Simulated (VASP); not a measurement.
Input of a VASP 6.6.1 run:

The input INCAR:

```
SYSTEM = Sn
PREC     = Accurate       ! precision mode
ENCUT    = 520            ! plane-wave cutoff, eV
EDIFF    = 1E-6           ! SCF threshold, eV
ISMEAR   = 0              ! smearing method
SIGMA    = 0.15           ! smearing width, eV
LREAL    = .FALSE.        ! projectors in reciprocal space
LASPH    = .TRUE.         ! aspherical terms in the spheres
NELM     = 60             ! most SCF steps
ALGO     = Fast           ! electronic algorithm
ISIF     = 2              ! what is computed and relaxed
LWAVE    = .FALSE.        ! write WAVECAR
LCHARG   = .FALSE.        ! write CHGCAR
GGA      = PS             ! functional
NBANDS   = 13             ! bands
```

The input KPOINTS:

```
Automatic mesh
0
G
  18 18 18
  0 0 0
```

Contents of POSCAR:

```
Sn
1.0
   -1.8188657464      1.8188657464      2.0462239647
    1.8188657464     -1.8188657464      2.0462239647
    1.8188657464      1.8188657464     -2.0462239647
Sn
1
Direct
    0.0000000000      0.0000000000      0.0000000000
```

Potentials or basis: VASP PAW PBE potentials, release 64 (Sn_d).

The run is started by

```bash
$ cat potpaw_PBE.64/Sn_d/POTCAR > POTCAR
$ mpirun -np 1 vasp_std > vasp.out
```

Q: Estimate the band gap on the k mesh.

A: Zero (band 7 reaches 15.65 eV, above the bottom of band 8 at 5.62 eV).

Q: Estimate the pressure.

A: -1.6 GPa.

Stress tensor (GPa, compression positive):
```
-1.60  0.00  0.00
 0.00 -1.60  0.00
 0.00  0.00 -1.68
```

Caveat: the cell differs from its parent crystal (strain -0.040 along x and y, +0.080 along z); the PAW data sets were made with another functional, which shifts forces and pressure a little; spin-orbit coupling is left out, which moves the levels of the heavy elements.
